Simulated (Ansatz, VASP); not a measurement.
Al2Cu in VASP and in Ansatz

Contents of INCAR:

```
SYSTEM = Al2Cu
PREC = Accurate ; ENCUT = 520
EDIFF = 1E-6 ; ISMEAR = 0
SIGMA = 0.2 ; LREAL = .FALSE.
LASPH = .TRUE. ; NELM = 60
ALGO = Fast ; ISIF = 2
LWAVE = .FALSE. ; LCHARG = .FALSE.
GGA = PE ; NBANDS = 26
```

The input KPOINTS:

```
Automatic mesh
0
G
  8 4 4
  0 0 0
```

POSCAR

```
Al2Cu
1.0
    2.8664976338      0.0000000000      0.0000000000
    0.0000000000      4.9649195415      0.0000000000
    0.0000000000      0.0000000000      6.2270223000
Al Cu
4 2
Direct
    1.0000000000      0.3333333333      0.1840140000
    0.5000000000      0.8333333333      0.1840140000
    0.5000000000      0.1666666667      0.8159860000
    1.0000000000      0.6666666667      0.8159860000
    0.0000000000      0.0000000000      0.5000000000
    0.5000000000      0.5000000000      0.5000000000
```

Input for Ansatz:

```yaml
crystal:
  lattice:
    - [2.8664976338, 0.0, 0.0]
    - [0.0, 4.9649195415, 0.0]
    - [0.0, 0.0, 6.2270223]
  atoms:
    - { symbol: Al, position: [1.0, 0.3333333333, 0.184014] }
    - { symbol: Al, position: [0.5, 0.8333333333, 0.184014] }
    - { symbol: Al, position: [0.5, 0.1666666667, 0.815986] }
    - { symbol: Al, position: [1.0, 0.6666666667, 0.815986] }
    - { symbol: Cu, position: [0.0, 0.0, 0.5] }
    - { symbol: Cu, position: [0.5, 0.5, 0.5] }
basis:
  ecutwfc: 420
kpoints:
  mp_grid: { grid: [8, 4, 4] }
hamiltonian:
  xc: pbe
scf:
  occupations: { method: gaussian, width: 0.2 }
  lower_state_search: "off"
output:
  forces: true
  stress: true
  eigenvalues: true
```

Alike in both runs: task single point; functional PBE; k mesh 8 × 4 × 4; occupations gaussian, width 0.2 eV; no spin polarisation.

```csv
,VASP,Ansatz
version,VASP 6.6.1,Ansatz 0.2.0
potentials or method,"VASP PAW PBE potentials, release 64 (Al, Cu), cutoff 520 eV","scalar-relativistic, plane waves, PAW"
valence electrons in the cell,34,50
```

|  | VASP | Ansatz | Ansatz less VASP |
| --- | --- | --- | --- |
| gap on the k mesh at the Fermi level (eV) | none | none | - |
| pressure (GPa) | 0.0 | 0.0 | -0.01 |
| traceless stress, the component that is largest in VASP (GPa) | -0.56 | -0.52 | +0.041 |
| rms of the force components (eV/Å) | 0.050 | 0.040 | -0.0099 |

Atom by atom the forces differ by 0.010 eV/Å (rms over components). A gap of «none» marks a metal or a gap that the smearing closes. VASP's potentials hold 34 valence electrons a cell and Ansatz's 50, so a difference there can come from the potentials and not from the codes.
